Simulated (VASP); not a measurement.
**SiC: vibrations by perturbation theory with PBE**

SiC:

```
Si C
1.0
     0.00000    2.18987    2.18987
     2.18987    0.00000    2.18987
     2.18987    2.18987    0.00000
Si C
1 1
Cartesian
  0.0000 0.0000 0.0000
  1.0949 1.0949 1.0949
```

```yaml
Program: VASP 6.6.1
Task: vibrations by perturbation theory
Functional: PBE
Potentials_or_basis: VASP PAW PBE potentials, release 64 (Si, C)
Cutoff: 600 eV
k_mesh: 10 × 10 × 10
Occupations: gaussian, width 0.01 eV
Spin: no spin polarisation
Dipole_correction: no
Further_INCAR_settings: ALGO = Normal; EDIFF = 1e-08; NBANDS = 11; IBRION = 8; NSW = 1
```

```json
{
 "Electronic dielectric tensor (diagonal)": "7.04",
 "Born charges (mean of the diagonal)": "Si +2.68; C -2.68 e",
 "Highest phonon frequency at Γ, LO-TO splitting left out": "775 cm⁻¹"
}
```

Phonon frequencies in cm⁻¹ (negative: imaginary):
```csv
q point,frequencies
"(0.000, 0.000, 0.000)",0 0 0 775 775 775
```

Electronic dielectric tensor:
```
7.04 0.00 0.00
0.00 7.04 0.00
0.00 0.00 7.04
```

Born effective charge tensors (e):
atom 1, Si
```
2.68 0.00 0.00
0.00 2.68 0.00
0.00 0.00 2.68
```
atom 2, C
```
-2.68  0.00  0.00
 0.00 -2.68  0.00
 0.00  0.00 -2.68
```

It took 3.2 min on 1 thread of Intel(R) Xeon(R) 6975P-C (Granite Rapids), with other jobs on the host, peak memory 0.26 GiB.
